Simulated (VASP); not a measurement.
# Pd (P6/mmm) in VASP: further runs, part 2 of 2

VASP 6.6.1.

## 5. Single point, PBE (16.95 Å³/atom)

This run uses another cell than the first one, of 16.95 Å³/atom.

Input file INCAR:

```
PREC     = Accurate       # precision mode
ENCUT    = 520            # plane-wave cutoff, eV
EDIFF    = 1E-7           # SCF threshold, eV
ISMEAR   = -1             # smearing method
SIGMA    = 0.1            # smearing width, eV
LREAL    = F              # projectors in reciprocal space
LASPH    = T              # aspherical terms in the spheres
NELM     = 60             # most SCF steps
ALGO     = Normal         # electronic algorithm
ISIF     = 2              # what is computed and relaxed
LWAVE    = F              # write WAVECAR
LCHARG   = F              # write CHGCAR
GGA      = PE             # functional
NBANDS   = 22             # bands
```

Input file KPOINTS:

```
regular mesh
0
Gamma
  11 11 15
```

Input file POSCAR:

```
Pd
1.0
    4.6213529689      0.0000000000      0.0000000000
   -2.3106764845      4.0022090709      0.0000000000
    0.0000000000      0.0000000000      2.7498020863
Pd
3
Direct
    0.0000000000      0.0000000000      0.0000000000
    0.3333333333      0.6666666667      0.5000000000
    0.6666666667      0.3333333333      0.5000000000
```

Potentials or basis: VASP PAW PBE potentials, release 64 (Pd).

Command:

```
cat potpaw_PBE.64/Pd/POTCAR > POTCAR
mpirun -np 1 vasp_std > vasp.out
```

OUTCAR:

```text
PREC = Accurate
   ENCUT = 520
   EDIFF = 1E-7
   ISMEAR = -1
   LREAL = F
   LASPH = T
   NELM = 60
   ISIF = 2
   GGA = PE

 ion  position               nearest neighbor table
   1  0.000  0.000  0.000-   2 3.00   3 3.00   2 3.00   3 3.00   3 3.00   3 3.00   2 3.00   2 3.00
                             3 3.00   3 3.00   2 3.00   2 3.00
   2  0.333  0.667  0.500-   3 2.67   3 2.67   3 2.67   1 3.00   1 3.00   1 3.00   1 3.00   1 3.00
                             1 3.00
   3  0.667  0.333  0.500-   2 2.67   2 2.67   2 2.67   1 3.00   1 3.00   1 3.00   1 3.00   1 3.00
                             1 3.00

  LATTYP: Found a hexagonal cell.
 ALAT       =     4.6213529689
 C/A-ratio  =     0.5950210046

  Lattice vectors:

 A1 = (   4.6213529689,   0.0000000000,   0.0000000000)
 A2 = (  -2.3106764845,   4.0022090709,   0.0000000000)
 A3 = (   0.0000000000,   0.0000000000,   2.7498020863)

Analysis of symmetry for initial positions (statically):
=====================================================================
 Subroutine PRICEL returns:
 Original cell was already a primitive cell.

 Routine SETGRP: Setting up the symmetry group for a
 hexagonal supercell.

 Subroutine GETGRP returns: Found 24 space group operations
 (whereof 24 operations were pure point group operations)
 out of a pool of 24 trial point group operations.

The static configuration has the point symmetry D_6h.

Analysis of symmetry for dynamics (positions and initial velocities):
=====================================================================
 Subroutine PRICEL returns:
 Original cell was already a primitive cell.

 Routine SETGRP: Setting up the symmetry group for a
 hexagonal supercell.

 Subroutine GETGRP returns: Found 24 space group operations
 (whereof 24 operations were pure point group operations)
 out of a pool of 24 trial point group operations.

[... 116 lines left out ...]
   EFERMI =   0.00;   METHOD = LEGACY
   ISMEAR =    -1;   SIGMA  =   0.10  broadening in eV -4-tet -1-fermi 0-gaus
   EFERMI_NEDOS =   21; number of points for ismear=-14 and -15
   IALGO  =     38    algorithm
   IMIX   =      4    mixing-type and parameters
     AMIX     =   0.40;   BMIX     =  1.00
     AMIX_MAG =   1.60;   BMIX_MAG =  1.00
  volume/ion in A,a.u.               =      16.95       114.41
  Fermi-wavevector in a.u.,A,eV,Ry     =   1.372962  2.594522 25.647311  1.885024
  Thomas-Fermi vector in A             =   2.498522
   LORBIT       =      0    0 simple, 1 ext, 2 COOP (PROOUT), +10 PAW based schemes
   GGA     = PE    functional components
   LHFCALC =     F    Hartree Fock is set to
   AEXX    =    0.0000 exact exchange contribution
   IVDW    =     0    specifies the selected vdW correction
   LEPSILON=     F    determine dielectric tensor
   LRPA    =     F    only Hartree local field effects (RPA)
 non-spin polarized calculation
  energy-cutoff  :      520.00
  volume of cell :       50.86
 maximum number of plane-waves:      1392
 NGX is ok and might be reduce to    36
   NGX = 17   NGY = 17   NGZ = 11

 number of electron      30.0000012 magnetization

 Free energy of the ion-electron system (eV)
  ---------------------------------------------------
  ext. energy  EPLUGINS =         0.00000000
  ---------------------------------------------------
  free energy    TOTEN  =       -15.30368525 eV

  energy without entropy =      -15.10508477  energy(sigma->0) =      -15.20438501

 E-fermi :   7.6502     XC(G=0): -12.3206

 val. band max:        7.6471205181   @ k =   0.2727   0.1818   0.4667
 cond. band min:       7.6519634518   @ k =   0.3636   0.0909   0.1333
 fundamental gap:      0.0048429337
 Fermi energy:         7.6502229768

 k-point     1 :       0.0000    0.0000    0.0000
  band No.  band energies     occupation
      1       1.5035      2.00000
      2       3.3983      2.00000
      3       4.6364      2.00000
      4       4.9844      2.00000
      5       4.9878      2.00000
      6       4.9878      2.00000
[... 589 lines left out ...]
     21      18.7926      0.00000
     22      19.3994      0.00000

 [... further k-points ...]

------------------------ aborting loop because EDIFF is reached ----------------------------------------

  FORCE on cell =-STRESS in cart. coord.  units (eV):
  Direction    XX          YY          ZZ          XY          YZ          ZX
  --------------------------------------------------------------------------------------
  -------------------------------------------------------------------------------------
  Total       -3.1895449     -3.1895449     -3.1283835      0.0000000     -0.0000000      0.0000000
  in kB     -100.4775313   -100.4775313    -98.5508135      0.0000000     -0.0000000      0.0000000
  external PRESSURE =     -99.8352920 kB  Pullay stress =       0.0000000 kB

 VOLUME and BASIS-vectors are now :
 -----------------------------------------------------------------------------
  energy-cutoff  :      520.00
  volume of cell :       50.86
      direct lattice vectors                 reciprocal lattice vectors
     4.621352969  0.000000000  0.000000000     0.216386847  0.124931005  0.000000000
    -2.310676485  4.002209071  0.000000000     0.000000000  0.249862009  0.000000000
     0.000000000  0.000000000  2.749802086     0.000000000  0.000000000  0.363662536

 POSITION                                       TOTAL-FORCE (eV/Angst)
 -----------------------------------------------------------------------------------
      0.00000      0.00000      0.00000         0.000000      0.000000     -0.000000
     -0.00000      2.66814      1.37490         0.000000     -0.000000      0.000000
      2.31068      1.33407      1.37490        -0.000000      0.000000     -0.000000
 -----------------------------------------------------------------------------------
    total drift:                                0.000000      0.000000     -0.000000

  FREE ENERGIE OF THE ION-ELECTRON SYSTEM (eV)
  ---------------------------------------------------
  free  energy   TOTEN  =       -15.3036852454 eV

  energy  without entropy=      -15.1050847712  energy(sigma->0) =      -15.20438501
```

stdout:

```text
POSCAR found type information on POSCAR Pd
 POSCAR found :  1 types and       3 ions
 scaLAPACK will be used
 LDA part: xc-table for (Slater+PW92), standard interpolation
 POSCAR, INCAR and KPOINTS ok, starting setup
 FFT: planning ... GRIDC
 FFT: planning ... GRID_SOFT
 FFT: planning ... GRID
 WAVECAR not read
 entering main loop
```

Run time: 2.7 min. Hardware: 1 thread of Intel Xeon 8259CL, shared host; peak memory 0.25 GiB.

Results:

| Quantity | Value |
| --- | --- |
| Free energy | -15.3037 eV |
| Pressure | -10.0 GPa |
| Band gap on the k mesh | zero (bands 15 and 16 overlap by 0.73 eV) |

Stress tensor (GPa, compression positive):
```
-10.05   0.00   0.00
  0.00 -10.05   0.00
  0.00   0.00  -9.86
```

Caveat: the cell stands under tension.

## 6. Single point, PBE (17.58 Å³/atom)

This run uses another cell than the first one, of 17.58 Å³/atom.

Input file INCAR:

```
SYSTEM = Pd
ALGO = Normal
EDIFF = 1E-7
ENCUT = 520
GGA = PE
ISIF = 2
ISMEAR = -1
LASPH = .TRUE.
LCHARG = .FALSE.
LREAL = .FALSE.
LWAVE = .FALSE.
NBANDS = 22
NELM = 80
PREC = Accurate
SIGMA = 0.1
```

Input file KPOINTS:

```
k-points
0
G
  11 11 15
  0 0 0
```

Input file POSCAR:

```
Pd
1.0
    4.6777164868      0.0000000000      0.0000000000
   -2.3388582434      4.0510213093      0.0000000000
    0.0000000000      0.0000000000      2.7833395634
Pd
3
Direct
    0.0000000000      0.0000000000      0.0000000000
    0.3333333333      0.6666666667      0.5000000000
    0.6666666667      0.3333333333      0.5000000000
```

Potentials or basis: VASP PAW PBE potentials, release 64 (Pd).

Command:

```
cat potpaw_PBE.64/Pd/POTCAR > POTCAR
mpirun -np 1 vasp_std > vasp.out
```

OUTCAR:

```text
SYSTEM = Pd
   EDIFF = 1E-7
   ENCUT = 520
   GGA = PE
   ISIF = 2
   ISMEAR = -1
   LASPH = .TRUE.
   LREAL = .FALSE.
   NELM = 80
   PREC = Accurate

 ion  position               nearest neighbor table
   1  0.000  0.000  0.000-   2 3.04   3 3.04   2 3.04   3 3.04   3 3.04   3 3.04   2 3.04   2 3.04
                             3 3.04   3 3.04   2 3.04   2 3.04
   2  0.333  0.667  0.500-   3 2.70   3 2.70   3 2.70   1 3.04   1 3.04   1 3.04   1 3.04   1 3.04
                             1 3.04
   3  0.667  0.333  0.500-   2 2.70   2 2.70   2 2.70   1 3.04   1 3.04   1 3.04   1 3.04   1 3.04
                             1 3.04

  LATTYP: Found a hexagonal cell.
 ALAT       =     4.6777164868
 C/A-ratio  =     0.5950210046

  Lattice vectors:

 A1 = (   4.6777164868,   0.0000000000,   0.0000000000)
 A2 = (  -2.3388582434,   4.0510213093,   0.0000000000)
 A3 = (   0.0000000000,   0.0000000000,   2.7833395634)

Analysis of symmetry for initial positions (statically):
=====================================================================
 Subroutine PRICEL returns:
 Original cell was already a primitive cell.

 Routine SETGRP: Setting up the symmetry group for a
 hexagonal supercell.

 Subroutine GETGRP returns: Found 24 space group operations
 (whereof 24 operations were pure point group operations)
 out of a pool of 24 trial point group operations.

The static configuration has the point symmetry D_6h.

Analysis of symmetry for dynamics (positions and initial velocities):
=====================================================================
 Subroutine PRICEL returns:
 Original cell was already a primitive cell.

 Routine SETGRP: Setting up the symmetry group for a
 hexagonal supercell.

 Subroutine GETGRP returns: Found 24 space group operations
 (whereof 24 operations were pure point group operations)
 out of a pool of 24 trial point group operations.
[... 118 lines left out ...]
   ISMEAR =    -1;   SIGMA  =   0.10  broadening in eV -4-tet -1-fermi 0-gaus
   EFERMI_NEDOS =   21; number of points for ismear=-14 and -15
   IALGO  =     38    algorithm
   IMIX   =      4    mixing-type and parameters
     AMIX     =   0.40;   BMIX     =  1.00
     AMIX_MAG =   1.60;   BMIX_MAG =  1.00
  volume/ion in A,a.u.               =      17.58       118.64
  Fermi-wavevector in a.u.,A,eV,Ry     =   1.356419  2.563259 25.032967  1.839871
  Thomas-Fermi vector in A             =   2.483423
   LORBIT       =      0    0 simple, 1 ext, 2 COOP (PROOUT), +10 PAW based schemes
   GGA     = PE    functional components
   LHFCALC =     F    Hartree Fock is set to
   AEXX    =    0.0000 exact exchange contribution
   IVDW    =     0    specifies the selected vdW correction
   LEPSILON=     F    determine dielectric tensor
   LRPA    =     F    only Hartree local field effects (RPA)
 non-spin polarized calculation
  energy-cutoff  :      520.00
  volume of cell :       52.74
 maximum number of plane-waves:      1450
 NGX is ok and might be reduce to    36
   NGX = 17   NGY = 17   NGZ = 11

 number of electron      29.9999995 magnetization

 Free energy of the ion-electron system (eV)
  ---------------------------------------------------
  ext. energy  EPLUGINS =         0.00000000
  ---------------------------------------------------
  free energy    TOTEN  =       -15.16749771 eV

  energy without entropy =      -14.96210527  energy(sigma->0) =      -15.06480149

 E-fermi :   7.1410     XC(G=0): -12.1044

 val. band max:        7.1394012501   @ k =   0.4545   0.0000   0.2667
 cond. band min:       7.1428618666   @ k =   0.3636   0.0909   0.4667
 fundamental gap:      0.0034606165
 Fermi energy:         7.1410344106

 k-point     1 :       0.0000    0.0000    0.0000
  band No.  band energies     occupation
      1       1.2386      2.00000
      2       3.1197      2.00000
      3       4.2853      2.00000
      4       4.6190      2.00000
      5       4.6278      2.00000
      6       4.6278      2.00000
[... 589 lines left out ...]
     21      18.0359      0.00000
     22      18.6455      0.00000

 [... further k-points ...]

------------------------ aborting loop because EDIFF is reached ----------------------------------------

  FORCE on cell =-STRESS in cart. coord.  units (eV):
  Direction    XX          YY          ZZ          XY          YZ          ZX
  --------------------------------------------------------------------------------------
  -------------------------------------------------------------------------------------
  Total       -4.3573677     -4.3573677     -4.2966439      0.0000000      0.0000000      0.0000000
  in kB     -132.3640897   -132.3640897   -130.5194781      0.0000000      0.0000000      0.0000000
  external PRESSURE =    -131.7492191 kB  Pullay stress =       0.0000000 kB

 VOLUME and BASIS-vectors are now :
 -----------------------------------------------------------------------------
  energy-cutoff  :      520.00
  volume of cell :       52.74
      direct lattice vectors                 reciprocal lattice vectors
     4.677716487  0.000000000  0.000000000     0.213779523  0.123425665  0.000000000
    -2.338858243  4.051021309  0.000000000     0.000000000  0.246851330  0.000000000
     0.000000000  0.000000000  2.783339563     0.000000000  0.000000000  0.359280633

 POSITION                                       TOTAL-FORCE (eV/Angst)
 -----------------------------------------------------------------------------------
      0.00000      0.00000      0.00000        -0.000000      0.000000     -0.000000
     -0.00000      2.70068      1.39167         0.000000      0.000000      0.000000
      2.33886      1.35034      1.39167        -0.000000      0.000000     -0.000000
 -----------------------------------------------------------------------------------
    total drift:                                0.000000      0.000000     -0.000000

  FREE ENERGIE OF THE ION-ELECTRON SYSTEM (eV)
  ---------------------------------------------------
  free  energy   TOTEN  =       -15.1674977068 eV

  energy  without entropy=      -14.9621052652  energy(sigma->0) =      -15.06480149
```

stdout:

```text
POSCAR found type information on POSCAR Pd
 POSCAR found :  1 types and       3 ions
 scaLAPACK will be used
 LDA part: xc-table for (Slater+PW92), standard interpolation
 POSCAR, INCAR and KPOINTS ok, starting setup
 FFT: planning ... GRIDC
 FFT: planning ... GRID_SOFT
 FFT: planning ... GRID
 WAVECAR not read
 entering main loop
```

It took 2.9 min on 1 thread of Intel Xeon 8259CL, shared host; peak memory 0.26 GiB.

Results:

* Free energy: -15.1675 eV
* Pressure: -13.2 GPa
* Band gap on the k mesh: zero (bands 15 and 16 overlap by 0.69 eV)

Stress tensor (GPa, compression positive):
```
-13.24   0.00   0.00
  0.00 -13.24   0.00
  0.00   0.00 -13.05
```

Levels at points of the mesh, in eV from the Fermi level:
| k point | band 11 | band 12 | band 13 | band 14 | band 15 | band 16 | band 17 | band 18 | band 19 | band 20 |
| --- | --- | --- | --- | --- | --- | --- | --- | --- | --- | --- |
| (0.00, 0.00, 0.00) | -1.25 | -1.25 | -1.13 | -1.13 | 0.06 | 0.06 | 6.74 | 6.74 | 6.75 | 6.75 |

Caveat: the cell stands under tension.

## 7. Overview

```csv
cell,gap on the mesh (eV),pressure (GPa)
"a = 4.504, b = 4.504, c = 2.680 Å, angles 90.0, 90.0, 120.0°, 3 atoms",none,-0.3
"a = 4.564, b = 4.564, c = 2.715 Å, angles 90.0, 90.0, 120.0°, 3 atoms",none,-5.8
"a = 4.621, b = 4.621, c = 2.750 Å, angles 90.0, 90.0, 120.0°, 3 atoms",none,-10.0
"a = 4.678, b = 4.678, c = 2.783 Å, angles 90.0, 90.0, 120.0°, 3 atoms",none,-13.2
```

Alike in all rows: task single point; level PBE; potentials or basis VASP PAW PBE potentials, release 64 (Pd); no spin polarisation; k mesh 11 × 11 × 15; cutoff (eV) 520; smearing fermi-dirac 0.1 eV.

Caveats: the cell stands under tension (at least some runs).

Total energies depend on the potentials used, so only differences within one code and one set of settings carry meaning.
